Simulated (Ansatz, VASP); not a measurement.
## La3Hf2O3 in VASP and in Ansatz

```xyz
8
Lattice="6.7116 0.0000 0.0000 -3.3558 5.8125 0.0000 0.0000 0.0000 8.8164" Properties=species:S:1:pos:R:3 pbc="T T T"
La    0.0000    0.0000    7.2995
La    0.0000    0.0000    1.5170
La    0.0000    0.0000    4.4082
Hf    0.0000    3.8750    0.0000
Hf    3.3558    1.9375    0.0000
O     3.3558    0.0000    0.0000
O    -1.6779    2.9062    0.0000
O     1.6779    2.9062    0.0000
```

Alike in both runs: functional PBE; k mesh 4 × 4 × 2; occupations gaussian, width 0.2 eV; no spin polarisation.

Ansatz relaxed the structure, and its values are those at the end. VASP's run is a single point on that final structure, the one shown.

|  | VASP | Ansatz |
| --- | --- | --- |
| version | VASP 6.6.1 | Ansatz 0.2.0 |
| potentials or method | VASP PAW PBE potentials, release 64 (La, Hf_pv, O), cutoff 520 eV | scalar-relativistic, plane waves, PAW |
| valence electrons in the cell | 71 | 103 |

```csv
,VASP,Ansatz,Ansatz less VASP
gap on the k mesh at the Fermi level (eV),none,none,-
pressure (GPa),0.0,0.2,+0.26
rms of the force components (eV/Å),0.015,0.015,0.0000
```

A gap of «none» marks a metal or a gap that the smearing closes. With one functional, cell and mesh, what is left measures potentials, basis and numerics. VASP's potentials hold 71 valence electrons a cell and Ansatz's 103, so a difference there can come from the potentials and not from the codes.

Spin-orbit coupling is off throughout.
